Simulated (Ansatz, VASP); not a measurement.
# One calculation of RbCaH3, two programs

Contents of INCAR:

```
SYSTEM = RbCaH3
PREC = Accurate ; ENCUT = 520
EDIFF = 1E-6 ; ISMEAR = 0
SIGMA = 0.05 ; LREAL = .FALSE.
LASPH = .TRUE. ; NELM = 100
ALGO = Normal ; ISIF = 2
LWAVE = .FALSE. ; LCHARG = .FALSE.
NBANDS = 19
```

The input KPOINTS:

```
regular mesh
0
G
  6 6 6
  0 0 0
```

Contents of POSCAR:

```
RbCaH3
1.0
    4.5470000000      0.0000000000      0.0000000000
    0.0000000000      4.5470000000      0.0000000000
    0.0000000000      0.0000000000      4.5470000000
Rb Ca H
1 1 3
Direct
    0.0031743472      0.0031743472      0.0031743472
    0.5000000000      0.5000000000      0.5000000000
    0.0000000000      0.5000000000      0.5000000000
    0.5000000000      0.0000000000      0.5000000000
    0.5000000000      0.5000000000      0.0000000000
```

Input for Ansatz:

```yaml
crystal:
  lattice:
    - [4.547, 0.0, 0.0]
    - [0.0, 4.547, 0.0]
    - [0.0, 0.0, 4.547]
  atoms:
    - { symbol: Rb, position: [0.0031743472, 0.0031743472, 0.0031743472] }
    - { symbol: Ca, position: [0.5, 0.5, 0.5] }
    - { symbol: H, position: [0.0, 0.5, 0.5] }
    - { symbol: H, position: [0.5, 0.0, 0.5] }
    - { symbol: H, position: [0.5, 0.5, 0.0] }
basis:
  ecutwfc: 420
kpoints:
  mp_grid: { grid: [6, 6, 6] }
hamiltonian:
  xc: lda
scf:
  occupations: { method: gaussian, width: 0.05 }
output:
  forces: true
  stress: true
  eigenvalues: true
```

Change from the starting cell: all Rb atoms moved +0.025 Å, as atom 1 along Cartesian [1 1 1].

Alike in both runs: task single point; functional LDA; k mesh 6 × 6 × 6; occupations gaussian, width 0.05 eV; no spin polarisation.

|  | VASP | Ansatz |
| --- | --- | --- |
| version | VASP 6.6.1 | Ansatz 0.2.0 |
| potentials or method | VASP PAW LDA potentials, release 64 (Rb_sv, Ca_sv, H), cutoff 520 eV | scalar-relativistic, plane waves, PAW |
| valence electrons in the cell | 22 | 22 |

Ansatz gave:

```
gap on the k mesh at the Fermi level (eV) : 2.93
least direct gap on the mesh (eV)         : 2.93
pressure (GPa)                            : -2.4
rms of the force components (eV/Å)        : 0.008
```

What did VASP give for the same quantities?

gap on the k mesh at the Fermi level (eV): 2.92; least direct gap on the mesh (eV): 2.92; pressure (GPa): -2.4; rms of the force components (eV/Å): 0.008.

LDA's correlation is that of Perdew and Zunger in VASP and of Perdew and Wang (1992) in Ansatz. Atom by atom the forces differ by 0.000 eV/Å (rms over components).
